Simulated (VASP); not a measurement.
ZnSe: electric field gradients with PBE

The system is ZnSe.

```
Zn Se
1.0
     0.00000    2.80546    2.83380
     2.80546    0.00000    2.83380
     2.80546    2.80546    0.00000
Zn Se
1 1
Direct
  0.00000 0.00000 0.00000
  0.75000 0.75000 0.75000
```

This cell differs from its parent crystal: equal xx and yy strain of -1 %.

```json
{
  "Program": "VASP 6.6.1",
  "Task": "electric field gradients",
  "Functional": "PBE",
  "Potentials or basis": "VASP PAW PBE potentials, release 64 (Zn, Se)",
  "Cutoff": "520 eV",
  "k mesh": "8 × 8 × 8",
  "Occupations": "fermi-dirac, width 0.03 eV",
  "Spin": "no spin polarisation",
  "Dipole correction": "no",
  "Further INCAR settings": "ALGO = Normal; EDIFF = 1e-08; NBANDS = 16"
}
```

| Quantity | Value |
| --- | --- |
| Pressure | 3.8 GPa |
| Band gap on the k mesh | 1.36 eV, direct |

Stress tensor (GPa, compression positive):
```
3.87 0.00 0.00
0.00 3.87 0.00
0.00 0.00 3.53
```

Levels at points of the mesh, in eV from the valence-band top:
```tsv
k point	band 6	band 7	band 8	band 9	band 10	band 11	band 12	band 13
(0.00, 0.00, 0.00)	-6.24	-0.04	0.00	0.00	1.36	5.78	5.78	5.78
(0.50, 0.00, 0.00)	-6.08	-5.37	-0.94	-0.88	2.56	6.32	6.40	8.62
(0.50, 0.50, 0.00)	-6.07	-4.89	-2.23	-2.23	2.96	3.51	10.81	11.38
(0.50, 0.00, 0.50)	-6.05	-4.83	-2.30	-2.28	2.91	3.41	10.91	11.31
```

Electric field gradients, principal values (V/Å²):
```
atom   least  middle  greatest (by size)
1 Zn   0.828   0.836              -1.664
2 Se  -2.120  -2.120               4.240
```

It took 44 s on 1 thread of AMD EPYC 9R45 (Zen 5), on a shared host, peak memory 0.16 GiB.

Caveat: the cell differs from its parent crystal (equal xx and yy strain of -1 %); without QUAD_EFG the Cq values of the log hold for a quadrupole moment of 1 mb, not for the nuclei.
